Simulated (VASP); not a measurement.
Write the native input for VASP 6.6.1 that does the following.

| Quantity | Value |
| --- | --- |
| Task | electric field gradients |
| Functional | PBE |
| Potentials or basis | VASP PAW PBE potentials, release 64 (Ga_d, P) |
| Cutoff | 520 eV |
| k mesh | 12 × 12 × 12 |
| Occupations | fermi-dirac, width 0.05 eV |
| Spin | no spin polarisation |
| Dipole correction | no |
| Further INCAR settings | ALGO = Normal; EDIFF = 1e-08; NBANDS = 16 |

The structure of GaP (rocksalt type) lies in POSCAR:

```
GaP
1.0
    0.0000000000      2.5587820142      2.5587820142
    2.5587820142      0.0000000000      2.5587820142
    2.5587820142      2.5587820142      0.0000000000
Ga P
1 1
Direct
    0.0000000000      0.0000000000      0.0000000000
    0.5000000000      0.5000000000      0.5000000000
```

This cell differs from its parent crystal: volume scaled by 0.975.

The input as run:

INCAR

```
ALGO = Normal
EDIFF = 1E-8
ENCUT = 520
GGA = PE
ISIF = 2
ISMEAR = -1
LASPH = True
LCHARG = False
LEFG = True
LREAL = False
LWAVE = False
NBANDS = 16
NELM = 100
PREC = Accurate
SIGMA = 0.05
```

KPOINTS

```
k-points
0
Gamma
  12 12 12
```

Potentials or basis: VASP PAW PBE potentials, release 64 (Ga_d, P).

Launch:

```sh
$ cat potpaw_PBE.64/Ga_d/POTCAR potpaw_PBE.64/P/POTCAR > POTCAR
$ mpirun -np 1 vasp_std > vasp.out
```

It gave:

```json
{
 "Pressure": "2.4 GPa",
 "Band gap on the k mesh": "zero (band 9 reaches 7.24 eV, above the bottom of band 10 at 3.95 eV)"
}
```

Caveat: without QUAD_EFG the Cq values of the log hold for a quadrupole moment of 1 mb, not for the nuclei.

Run time: 19 s on 1 thread of Intel(R) Xeon(R) 6975P-C (Granite Rapids) (shared host), peak memory 0.17 GiB.
